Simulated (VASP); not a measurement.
# Ca3Co (Pm-3m) in VASP: notebook

Runs on Ca3Co. Level: PBE. Tasks: single point, relaxation of cell and atoms.

Program: VASP 6.6.1. These are calculated values, not measurements. Logs are shortened: lines on timing, memory, paths and dates and some standing lists are left out, and cuts for length are marked.

## 1. The cell of the first run

Symmetry: Pm-3m, No. 221, cubic system. The conventional cell has a = 4.523 Å, b = 4.523 Å, c = 4.523 Å, α = 90.00°, β = 90.00°, γ = 90.00°. Within 4.2 Å of Ca (site symmetry 4/mmm) lie 8 Ca at 3.20 Å and 4 Co at 3.20 Å. Co (site symmetry m-3m) has 12 Ca at 3.20 Å within 4.2 Å.

## 2. Single point, PBE, collinear spin, ferromagnetic start

INCAR reads:

```
PREC = Accurate
ENCUT = 520
EDIFF = 1E-7
ISMEAR = 0
SIGMA = 0.1
LREAL = F
LASPH = T
NELM = 150
ALGO = Fast
ISIF = 2
LWAVE = F
LCHARG = F
ISPIN = 2
MAGMOM = 0 0 0 3
LORBIT = 11
LMAXMIX = 4
GGA = PE
NBANDS = 32
```

KPOINTS reads:

```
regular mesh
0
Gamma
  4 4 4
```

POSCAR reads:

```
Ca3Co
1.0
    4.5229925743      0.0000000000      0.0000000000
    0.0000000000      4.5229925743      0.0000000000
    0.0000000000      0.0000000000      4.5229925743
Ca Co
3 1
Direct
    0.0000000000      0.5000000000      0.5000000000
    0.5000000000      0.0000000000      0.5000000000
    0.5000000000      0.5000000000      0.0000000000
    0.0000000000      0.0000000000      0.0000000000
```

Potentials or basis: VASP PAW PBE potentials, release 64 (Ca_sv, Co).

Launch:

```
> cat potpaw_PBE.64/Ca_sv/POTCAR potpaw_PBE.64/Co/POTCAR > POTCAR
> mpirun -np 1 vasp_std > vasp.out
```

OUTCAR:

```text
PREC = Accurate
   ENCUT = 520
   EDIFF = 1E-7
   ISMEAR = 0
   LREAL = F
   LASPH = T
   NELM = 150
   ISIF = 2
   ISPIN = 2
   LORBIT = 11
   GGA = PE

 ion  position               nearest neighbor table
   1  0.000  0.500  0.500-
   2  0.500  0.000  0.500-
   3  0.500  0.500  0.000-
   4  0.000  0.000  0.000-

  LATTYP: Found a simple cubic cell.
 ALAT       =     4.5229925743

  Lattice vectors:

 A1 = (   4.5229925743,   0.0000000000,   0.0000000000)
 A2 = (   0.0000000000,   4.5229925743,   0.0000000000)
 A3 = (   0.0000000000,   0.0000000000,   4.5229925743)

Analysis of symmetry for initial positions (statically):
=====================================================================
 Subroutine PRICEL returns:
 Original cell was already a primitive cell.

 Routine SETGRP: Setting up the symmetry group for a
 simple cubic supercell.

 Subroutine GETGRP returns: Found 48 space group operations
 (whereof 48 operations were pure point group operations)
 out of a pool of 48 trial point group operations.

The static configuration has the point symmetry O_h .

Analysis of symmetry for dynamics (positions and initial velocities):
=====================================================================
 Subroutine PRICEL returns:
 Original cell was already a primitive cell.

 Routine SETGRP: Setting up the symmetry group for a
 simple cubic supercell.

 Subroutine GETGRP returns: Found 48 space group operations
 (whereof 48 operations were pure point group operations)
 out of a pool of 48 trial point group operations.

The dynamic configuration has the point symmetry O_h .

Analysis of structural, dynamic, and magnetic symmetry:
=====================================================================
 Subroutine PRICEL returns:
 Original cell was already a primitive cell.

 Routine SETGRP: Setting up the symmetry group for a
 simple cubic supercell.

 Subroutine GETGRP returns: Found 48 space group operations
 (whereof 48 operations were pure point group operations)
 out of a pool of 48 trial point group operations.

The overall configuration has the point symmetry O_h .

 Subroutine INISYM returns: Found 48 space group operations
 (whereof 48 operations are pure point group operations),
 and found     1 'primitive' translations

----------------------------------------------------------------------------------------

                                     Primitive cell

  volume of cell :      92.5289

  direct lattice vectors                    reciprocal lattice vectors
     4.522992574  0.000000000  0.000000000     0.221092558  0.000000000  0.000000000
     0.000000000  4.522992574  0.000000000     0.000000000  0.221092558  0.000000000
     0.000000000  0.000000000  4.522992574     0.000000000  0.000000000  0.221092558

  length of vectors
     4.522992574  4.522992574  4.522992574     0.221092558  0.221092558  0.221092558

  position of ions in fractional coordinates (direct lattice)
     0.000000000  0.500000000  0.500000000
     0.500000000  0.000000000  0.500000000
     0.500000000  0.500000000  0.000000000
     0.000000000  0.000000000  0.000000000

  ion indices of the primitive-cell ions
   primitive index   ion index
                 1           1
                 2           2
                 3           3
                 4           4

----------------------------------------------------------------------------------------

 KPOINTS: regular mesh

Automatic generation of k-mesh.
 Grid dimensions read from file:
 generate k-points for:    4    4    4

 Generating k-lattice:

  Cartesian coordinates                     Fractional coordinates (reciprocal lattice)
     0.055273140  0.000000000  0.000000000     0.250000000  0.000000000  0.000000000
     0.000000000  0.055273140  0.000000000     0.000000000  0.250000000  0.000000000
     0.000000000  0.000000000  0.055273140     0.000000000  0.000000000  0.250000000

  Length of vectors
     0.055273140  0.055273140  0.055273140

  Shift w.r.t. Gamma in fractional coordinates (k-lattice)
     0.000000000  0.000000000  0.000000000

 Subroutine IBZKPT returns following result:
 ===========================================

 Found     10 irreducible k-points:

 Following reciprocal coordinates:
            Coordinates               Weight
  0.000000  0.000000  0.000000      1.000000
  0.250000  0.000000  0.000000      6.000000
  0.500000  0.000000  0.000000      3.000000
  0.250000  0.250000  0.000000     12.000000
  0.500000  0.250000  0.000000     12.000000
  0.500000  0.500000  0.000000      3.000000
  0.250000  0.250000  0.250000      8.000000
  0.500000  0.250000  0.250000     12.000000
  0.500000  0.500000  0.250000      6.000000
  0.500000  0.500000  0.500000      1.000000
   k-points           NKPTS =     10   k-points in BZ     NKDIM =     10   number of bands    NBANDS=     32
   number of dos      NEDOS =    301   number of ions     NIONS =      4
   total plane-waves  NPLWV =  46656
   dimension x,y,z NGX =    36 NGY =   36 NGZ =   36
   dimension x,y,z NGXF=    72 NGYF=   72 NGZF=   72
   ions per type =               3   1
   NGX,Y,Z   is equivalent  to a cutoff of  13.23, 13.23, 13.23 a.u.
   NGXF,Y,Z  is equivalent  to a cutoff of  26.46, 26.46, 26.46 a.u.
 SYSTEM =  unknown system
   PREC   = accura    normal or accurate (medium, high low for compatibility)
   ISTART =      0    job   : 0-new  1-cont  2-samecut
   ICHARG =      2    charge: 1-file 2-atom 10-const
   ISPIN  =      2    spin polarized calculation?
   LNONCOLLINEAR =      F non collinear calculations
   LSORBIT =      F    spin-orbit coupling
   LASPH  =      T    aspherical Exc in radial PAW
   ENCUT  =  520.0 eV  38.22 Ry    6.18 a.u.   8.41  8.41  8.41*2*pi/ulx,y,z
   NELM   =    150;   NELMIN=  2; NELMDL= -5     # of ELM steps
   EDIFF  = 0.1E-06   stopping-criterion for ELM
   LREAL  =      F    real-space projection
   EDIFFG = 0.1E-05   stopping-criterion for IOM
   NSW    =      0    number of steps for IOM
   IBRION =     -1    ionic relax: 0-MD 1-quasi-New 2-CG
   NFREE  =      0    steps in history (QN), initial steepest desc. (CG)
   ISIF   =      2    stress and relaxation
   ISYM   =      2    0-nonsym 1-usesym 2-fastsym
   POTIM  = 0.5000    time-step for ionic-motion
   TEBEG  =    0.0;   TEEND  =   0.0 temperature during run
   PSTRESS=    0.0 pullay stress
   NELECT =      39.0000    total number of electrons
   NUPDOWN=      -1.0000    fix difference up-down
   EMIN   =  10.00;   EMAX   =-10.00  energy-range for DOS
   EFERMI =   0.00;   METHOD = LEGACY
   ISMEAR =     0;   SIGMA  =   0.10  broadening in eV -4-tet -1-fermi 0-gaus
   EFERMI_NEDOS =   21; number of points for ismear=-14 and -15
   IALGO  =     68    algorithm
   IMIX   =      4    mixing-type and parameters
     AMIX     =   0.40;   BMIX     =  1.00
     AMIX_MAG =   1.60;   BMIX_MAG =  1.00
  volume/ion in A,a.u.               =      23.13       156.10
  Fermi-wavevector in a.u.,A,eV,Ry     =   1.227450  2.319544 20.498995  1.506634
  Thomas-Fermi vector in A             =   2.362413
   LORBIT       =     11    0 simple, 1 ext, 2 COOP (PROOUT), +10 PAW based schemes
   GGA     = PE    functional components
   LHFCALC =     F    Hartree Fock is set to
   AEXX    =    0.0000 exact exchange contribution
   IVDW    =     0    specifies the selected vdW correction
   LEPSILON=     F    determine dielectric tensor
   LRPA    =     F    only Hartree local field effects (RPA)
 spin polarized calculation
 RMM-DIIS sequential band-by-band and
 Gauss-broadening in eV      SIGMA  =   0.10
  energy-cutoff  :      520.00
  volume of cell :       92.53
 maximum number of plane-waves:      2517
 NGX is ok and might be reduce to    36
   NGX = 17   NGY = 17   NGZ = 17

 number of electron      38.9999984 magnetization       0.2053762

 Free energy of the ion-electron system (eV)
  ---------------------------------------------------
  ext. energy  EPLUGINS =         0.00000000
  ---------------------------------------------------
  free energy    TOTEN  =       -10.58777822 eV

  energy without entropy =      -10.57181865  energy(sigma->0) =      -10.57979843

 E-fermi :   4.4439     XC(G=0):  -9.7582

 val. band max:        4.3561077643   @ k =   0.5000   0.5000   0.0000
 cond. band min:       4.4777054518   @ k =   0.5000   0.2500   0.2500
 fundamental gap:      0.1215976874
 Fermi energy:         4.4438749554

 spin component 1

 k-point     1 :       0.0000    0.0000    0.0000
  band No.  band energies     occupation
      1     -36.5377      1.00000
      2     -36.3656      1.00000
      3     -36.3656      1.00000
      4     -17.8756      1.00000
      5     -17.8756      1.00000
      6     -17.8756      1.00000
[... 23 lines left out ...]
     30       9.1188      0.00000
     31      10.0590      0.00000

 k-point     2 :       0.2500    0.0000    0.0000
  band No.  band energies     occupation
      1     -36.5157      1.00000
      2     -36.3874      1.00000
      3     -36.3652      1.00000
      4     -17.8274      1.00000
      5     -17.8274      1.00000
      6     -17.7983      1.00000
[... 23 lines left out ...]
     30       9.2556      0.00000
     31       9.2556      0.00000

 k-point     3 :       0.5000    0.0000    0.0000
  band No.  band energies     occupation
      1     -36.4802      1.00000
      2     -36.4229      1.00000
      3     -36.3649      1.00000
      4     -17.7649      1.00000
      5     -17.7649      1.00000
      6     -17.6273      1.00000
[... 227 lines left out ...]
     30       8.7501      0.00000
     31       8.7743      0.00000

 k-point    10 :       0.5000    0.5000    0.5000
  band No.  band energies     occupation
      1     -36.4212      1.00000
      2     -36.4212      1.00000
      3     -36.4212      1.00000
      4     -18.1886      1.00000
      5     -17.7521      1.00000
      6     -17.7521      1.00000
[... 23 lines left out ...]
     30       8.6957      0.00000
     31       8.6957      0.00000
 Fermi energy:         4.4438749554

 spin component 2

 k-point     1 :       0.0000    0.0000    0.0000
  band No.  band energies     occupation
      1     -36.5600      1.00000
      2     -36.3873      1.00000
      3     -36.3873      1.00000
      4     -17.8975      1.00000
      5     -17.8975      1.00000
      6     -17.8975      1.00000
[... 23 lines left out ...]
     30       9.1102      0.00000
     31      10.0485      0.00000

 k-point     2 :       0.2500    0.0000    0.0000
  band No.  band energies     occupation
      1     -36.5379      1.00000
      2     -36.4093      1.00000
      3     -36.3870      1.00000
      4     -17.8487      1.00000
      5     -17.8487      1.00000
      6     -17.8195      1.00000
[... 23 lines left out ...]
     30       9.2285      0.00000
     31       9.2285      0.00000

 k-point     3 :       0.5000    0.0000    0.0000
  band No.  band energies     occupation
      1     -36.5023      1.00000
      2     -36.4448      1.00000
      3     -36.3867      1.00000
      4     -17.7849      1.00000
      5     -17.7849      1.00000
      6     -17.6414      1.00000
[... 227 lines left out ...]
     30       8.7376      0.00000
     31       8.7652      0.00000

 k-point    10 :       0.5000    0.5000    0.5000
  band No.  band energies     occupation
      1     -36.4431      1.00000
      2     -36.4431      1.00000
      3     -36.4431      1.00000
      4     -18.2025      1.00000
      5     -17.7831      1.00000
      6     -17.7831      1.00000
[... 23 lines left out ...]
     30       8.6946      0.00000
     31       8.6946      0.00000
 [bands above 31 left out]

------------------------ aborting loop because EDIFF is reached ----------------------------------------

  FORCE on cell =-STRESS in cart. coord.  units (eV):
  Direction    XX          YY          ZZ          XY          YZ          ZX
  --------------------------------------------------------------------------------------
  -------------------------------------------------------------------------------------
  Total        4.0871520      4.0871520      4.0871520      0.0000000     -0.0000000     -0.0000000
  in kB       70.7707420     70.7707420     70.7707420      0.0000000     -0.0000000     -0.0000000
  external PRESSURE =      70.7707420 kB  Pullay stress =       0.0000000 kB

 VOLUME and BASIS-vectors are now :
 -----------------------------------------------------------------------------
  energy-cutoff  :      520.00
  volume of cell :       92.53
      direct lattice vectors                 reciprocal lattice vectors
     4.522992574  0.000000000  0.000000000     0.221092558  0.000000000  0.000000000
     0.000000000  4.522992574  0.000000000     0.000000000  0.221092558  0.000000000
     0.000000000  0.000000000  4.522992574     0.000000000  0.000000000  0.221092558

 POSITION                                       TOTAL-FORCE (eV/Angst)
 -----------------------------------------------------------------------------------
      0.00000      2.26150      2.26150         0.000000      0.000000      0.000000
      2.26150      0.00000      2.26150         0.000000      0.000000      0.000000
      2.26150      2.26150      0.00000         0.000000      0.000000      0.000000
      0.00000      0.00000      0.00000         0.000000      0.000000      0.000000
 -----------------------------------------------------------------------------------
    total drift:                                0.000000      0.000000      0.000000

  FREE ENERGIE OF THE ION-ELECTRON SYSTEM (eV)
  ---------------------------------------------------
  free  energy   TOTEN  =       -10.5877782211 eV

  energy  without entropy=      -10.5718186489  energy(sigma->0) =      -10.57979843

 total charge

# of ion       s       p       d       tot
------------------------------------------
    1        2.102   5.836   0.326   8.264
    2        2.102   5.836   0.326   8.264
    3        2.102   5.836   0.326   8.264
    4        0.461   0.163   7.354   7.979
--------------------------------------------------
tot          6.767  17.671   8.331  32.770

 magnetization (x)

# of ion       s       p       d       tot
------------------------------------------
    1       -0.003  -0.004  -0.019  -0.025
    2       -0.003  -0.004  -0.019  -0.025
    3       -0.003  -0.004  -0.019  -0.025
    4        0.004  -0.008   0.461   0.458
--------------------------------------------------
tot         -0.003  -0.019   0.404   0.381
```

Wall time 2.7 min (1 thread of Intel Xeon Platinum 8259CL at 2.50GHz (Skylake/Cascade Lake), shared host); peak memory 0.26 GiB.

Results:

- Free energy: -10.5878 eV
- Pressure: 7.1 GPa
- Net moment: 0.21 μB per cell
- Site moments: Ca -0.03; Co +0.46 μB
- Valence electrons inside the program's atomic spheres: Ca 8.26; Co 7.98

Caveat: the cell stands under pressure.

## 3. Single point, PBE, collinear spin, ferromagnetic start

This run uses another cell than the first one, of 29.68 Å³/atom.

INCAR reads:

```
SYSTEM = Ca3Co
PREC = Accurate
ENCUT = 520
EDIFF = 1E-6
ISMEAR = 0
SIGMA = 0.1
LREAL = .FALSE.
LASPH = .TRUE.
NELM = 150
ALGO = Normal
ISIF = 2
LWAVE = .FALSE.
LCHARG = .FALSE.
ISPIN = 2
MAGMOM = 0 0 0 1.02
LORBIT = 11
LMAXMIX = 4
GGA = PE
NBANDS = 32
```

KPOINTS reads:

```
regular mesh
0
G
  4 4 4
  0 0 0
```

POSCAR reads:

```
Ca3Co
1.0
    4.9150639908      0.0000000000      0.0000000000
    0.0000000000      4.9150639908      0.0000000000
    0.0000000000      0.0000000000      4.9150639908
Ca Co
3 1
Direct
    0.0000000000      0.5000000000      0.5000000000
    0.5000000000      0.0000000000      0.5000000000
    0.5000000000      0.5000000000      0.0000000000
    0.0000000000      0.0000000000      0.0000000000
```

Potentials or basis: VASP PAW PBE potentials, release 64 (Ca_sv, Co).

Launch:

```
> cat potpaw_PBE.64/Ca_sv/POTCAR potpaw_PBE.64/Co/POTCAR > POTCAR
> mpirun -np 1 vasp_std > vasp.out
```

Run time: 2.1 min. Hardware: 1 thread of Intel Xeon Platinum 8259CL at 2.50GHz (Skylake/Cascade Lake), shared host; peak memory 0.3 GiB.

The run converged. Its results:

```yaml
Free_energy: -11.1629 eV
Pressure: 0.1 GPa
Net_moment: 1.57 μB per cell
Site_moments: Ca -0.02; Co +1.72 μB
Valence_electrons_inside_the_program's_atomic_spheres: Ca 8.15; Co 7.76
```

Levels at points of the mesh, in eV from the Fermi level:
Spin up:
```
           k point  band 16  band 17  band 18  band 19  band 20  band 21  band 22  band 23  band 24  band 25
(0.00, 0.00, 0.00)    -1.59    -1.59    -1.59    -1.35     1.03     1.03     1.29     1.29     1.29     1.77
(0.50, 0.00, 0.00)    -2.01    -1.54    -1.53    -1.53    -0.07     0.85     0.85     1.46     1.97     2.00
(0.50, 0.50, 0.00)    -1.88    -1.52    -1.52    -1.24    -1.24    -0.72     0.95     1.29     1.75     1.75
(0.50, 0.50, 0.50)    -1.83    -1.83    -1.83     0.12     0.12     0.12     0.30     0.38     0.38     0.38
```
Spin down:
```
           k point  band 16  band 17  band 18  band 19  band 20  band 21  band 22  band 23
(0.00, 0.00, 0.00)    -0.70    -0.65    -0.65    -0.65     1.39     1.39     1.39     1.70
(0.50, 0.00, 0.00)    -0.53    -0.53    -0.26    -0.03     0.36     0.83     0.83     1.43
(0.50, 0.50, 0.00)    -1.34    -0.51    -0.51    -0.07     0.17     0.42     0.94     1.29
(0.50, 0.50, 0.50)    -1.20     0.27     0.27     0.27     0.36     0.36     0.50     0.54
```

[end of part 1 of 2]
